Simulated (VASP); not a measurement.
## K8HPt4 (a cell with a defect): single point with PBEsol

System: K8HPt4 (a cell with a defect).

```
K Pt H
1.0
     7.56293    0.00000    0.00000
     0.00000    7.56293    0.00000
     0.00000    0.00000    7.56293
K Pt H
8 4 1
Direct
  0.73224 0.75747 0.74673
  0.25486 0.27514 0.27540
  0.25469 0.27499 0.72428
  0.73229 0.75753 0.25283
  0.23992 0.76488 0.24852
  0.74538 0.26575 0.75297
  0.74550 0.26577 0.24652
  0.23992 0.76478 0.75099
  0.00430 0.02608 0.99975
  0.48156 0.50572 0.99977
  0.49660 0.00980 0.49980
  0.98537 0.52022 0.49980
  0.10512 0.20990 0.00001
```

| Item | Value |
| --- | --- |
| Program | VASP 6.6.1 |
| Task | single point |
| Functional | PBEsol |
| Potentials or basis | VASP PAW PBE potentials, release 64 (K_sv, Pt, H) |
| Cutoff | 520 eV |
| k mesh | 2 × 2 × 2 |
| Occupations | fermi-dirac, width 0.1 eV |
| Spin | no spin polarisation |
| Dipole correction | no |
| Further INCAR settings | ALGO = Normal; EDIFF = 1e-07; NBANDS = 68 |

```
Pressure               : 0.0 GPa
Largest force          : 0.207 eV/Å
Band gap on the k mesh : zero (an odd number of electrons rules out a gap without spin polarisation)
```

Forces on the atoms (eV/Å):
```
K   -0.006 -0.019 -0.005
K    0.050  0.014 -0.050
K    0.049  0.014  0.051
K   -0.006 -0.019  0.005
K    0.000  0.009  0.008
K    0.041 -0.008 -0.002
K    0.041 -0.008  0.002
K    0.000  0.009 -0.008
Pt  -0.112 -0.153  0.000
Pt   0.096  0.085  0.000
Pt   0.004  0.016  0.000
Pt   0.035 -0.017  0.000
H   -0.192  0.077 -0.001
```

Stress tensor (GPa, compression positive):
```
-0.10 -0.02  0.00
-0.02 -0.12  0.00
 0.00  0.00  0.33
```

Levels at points of the mesh, in eV from the Fermi level:
| k point | band 53 | band 54 | band 55 | band 56 | band 57 | band 58 | band 59 | band 60 |
| --- | --- | --- | --- | --- | --- | --- | --- | --- |
| (0.00, 0.00, 0.00) | -1.09 | -1.07 | -1.06 | -1.02 | -0.21 | 0.48 | 0.49 | 1.60 |
| (0.50, 0.00, 0.00) | -1.11 | -1.09 | -1.09 | -1.08 | 0.17 | 1.18 | 1.22 | 1.46 |
| (0.00, 0.50, 0.00) | -1.09 | -1.08 | -1.07 | -1.07 | 0.11 | 1.23 | 1.33 | 1.45 |
| (0.00, 0.00, 0.50) | -1.11 | -1.10 | -1.09 | -1.09 | 0.07 | 1.12 | 1.26 | 1.46 |
| (0.50, 0.50, 0.00) | -1.13 | -1.12 | -1.12 | -1.10 | -0.05 | 0.90 | 0.97 | 1.01 |
| (0.00, 0.50, 0.50) | -1.15 | -1.14 | -1.10 | -1.09 | 0.05 | 0.89 | 0.97 | 1.03 |
| (0.50, 0.00, 0.50) | -1.14 | -1.13 | -1.10 | -1.08 | 0.19 | 0.88 | 0.98 | 0.98 |
| (0.50, 0.50, 0.50) | -1.11 | -1.10 | -1.09 | -1.08 | -0.37 | 0.23 | 0.24 | 0.26 |

It took 5.8 min on 1 thread of Intel(R) Xeon(R) Platinum 8124M CPU @ 3.00GHz (Skylake/Cascade Lake), on a shared host, peak memory 0.55 GiB.

Caveat: the k points lie up to 0.42 Å⁻¹ apart, too coarse for converged energies and pressures of a metal; the PAW data sets were made with another functional, which shifts forces and pressure a little; spin-orbit coupling is left out, which moves the levels of the heavy elements.
